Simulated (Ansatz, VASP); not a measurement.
## Two plane-wave programs on BN

File POSCAR:

```
BN
1.0
    1.2511217832      0.7151121433      3.3729344033
   -1.2511217832      0.7151121433      3.3729344033
    0.0000000000     -1.4302242867      3.3729344033
B N
1 1
Direct
    0.9996712000      0.9996712000      0.9996712000
    0.3327618000      0.3327618000      0.3327618000
```

The input INCAR.step1:

```
  PREC = Accurate
  ENCUT = 520
  ISMEAR = 0
  SIGMA = 0.05
  LREAL = F
  LASPH = T
  NELM = 80
  NBANDS = 11
  GGA = PE
  ALGO = Normal
  EDIFF = 1E-4
  LWAVE = T
  LCHARG = F
```

The input INCAR.step2:

```
  PREC = Accurate
  ENCUT = 520
  EDIFF = 1E-6
  ISMEAR = 0
  SIGMA = 0.05
  LREAL = F
  LASPH = T
  NELM = 80
  ALGO = Normal
  ISIF = 2
  LWAVE = F
  LCHARG = F
  METAGGA = R2SCAN
  LMIXTAU = T
  NBANDS = 11
  ISTART = 1
```

File KPOINTS:

```
regular mesh
0
Gamma
  12 12 12
```

Input for Ansatz:

```yaml
crystal:
  lattice:
    - [1.2511217832, 0.7151121433, 3.3729344033]
    - [-1.2511217832, 0.7151121433, 3.3729344033]
    - [0.0, -1.4302242867, 3.3729344033]
  atoms:
    - { symbol: B, position: [0.9996712, 0.9996712, 0.9996712] }
    - { symbol: "N", position: [0.3327618, 0.3327618, 0.3327618] }
basis:
  ecutwfc: 500
kpoints:
  mp_grid: { grid: [12, 12, 12] }
hamiltonian:
  xc: r2scan
scf:
  occupations: { method: gaussian, width: 0.05 }
output:
  forces: true
  stress: true
  eigenvalues: true
```

Change from the starting cell: strain -0.0100 x Voigt [0, 1, 0, 0, 0, 0], atoms carried along.

Alike in both runs: task single point; functional r2SCAN; k mesh 12 × 12 × 12; occupations gaussian, width 0.05 eV; no spin polarisation.

```csv
,VASP,Ansatz
version,VASP 6.6.1,Ansatz 0.2.0
potentials or method,"VASP PAW PBE potentials, release 64 (B, N), cutoff 520 eV","scalar-relativistic, plane waves, PAW"
valence electrons in the cell,8,8
```

|  | VASP | Ansatz | Ansatz less VASP |
| --- | --- | --- | --- |
| gap on the k mesh at the Fermi level (eV) | 4.84 | 4.81 | -0.033 |
| least direct gap on the mesh (eV) | 5.43 | 5.37 | -0.062 |
| pressure (GPa) | 3.8 | 3.4 | -0.40 |
| traceless stress, the component that is largest in VASP (GPa) | 5.79 | 5.46 | -0.337 |
| rms of the force components (eV/Å) | 0.078 | 0.078 | +0.0001 |

VASP's potentials were made for PBE, not for r2SCAN. Atom by atom the forces differ by 0.000 eV/Å (rms over components). The functional is the same, so the differences come from potentials, cutoffs and numerics.
